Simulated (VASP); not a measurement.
Here is a VASP 6.6.1 calculation.

File INCAR:

```
SYSTEM = KMgH3
PREC     = Accurate       ! precision mode
ENCUT    = 520            ! plane-wave cutoff, eV
EDIFF    = 1E-6           ! SCF threshold, eV
ISMEAR   = 0              ! smearing method
SIGMA    = 0.05           ! smearing width, eV
LREAL    = .FALSE.        ! projectors in reciprocal space
LASPH    = .TRUE.         ! aspherical terms in the spheres
NELM     = 80             ! most SCF steps
ALGO     = Normal         ! electronic algorithm
ISIF     = 2              ! what is computed and relaxed
LWAVE    = .FALSE.        ! write WAVECAR
LCHARG   = .TRUE.         ! write CHGCAR
LELF     = .TRUE.         ! ELF
LVHAR    = .TRUE.       
NBANDS   = 15             ! bands
```

Contents of KPOINTS:

```
Automatic mesh
0
G
  8 8 8
  0 0 0
```

Contents of POSCAR:

```
KMgH3
1.0
    3.9243750000      0.0000000000      0.0000000000
    0.0000000000      3.9243750000      0.0000000000
    0.0000000000      0.0000000000      4.2262500000
K Mg H
1 1 3
Direct
    0.0000000000      0.0000000000      0.0000000000
    0.5000000000      0.5000000000      0.5000000000
    0.0000000000      0.5000000000      0.5000000000
    0.5000000000      0.0000000000      0.5000000000
    0.5000000000      0.5000000000      0.0000000000
```

Potentials or basis: VASP PAW LDA potentials, release 64 (K_sv, Mg, H).

Launch:

```bash
$ cat potpaw_LDA.64/K_sv/POTCAR potpaw_LDA.64/Mg/POTCAR potpaw_LDA.64/H/POTCAR > POTCAR
$ mpirun -np 1 vasp_std > vasp.out
```

Q: What does it give for the band gap on the k mesh?

A: 2.05 eV, indirect (least direct gap 4.11 eV).

Q: Estimate the pressure.

A: -2.9 GPa.

Stress tensor (GPa, compression positive):
```
-1.82  0.00  0.00
 0.00 -1.82  0.00
 0.00  0.00 -5.17
```

Caveat: the cell differs from its parent crystal (strain -0.025 along x and y, +0.050 along z). A k mesh can miss the band edges.
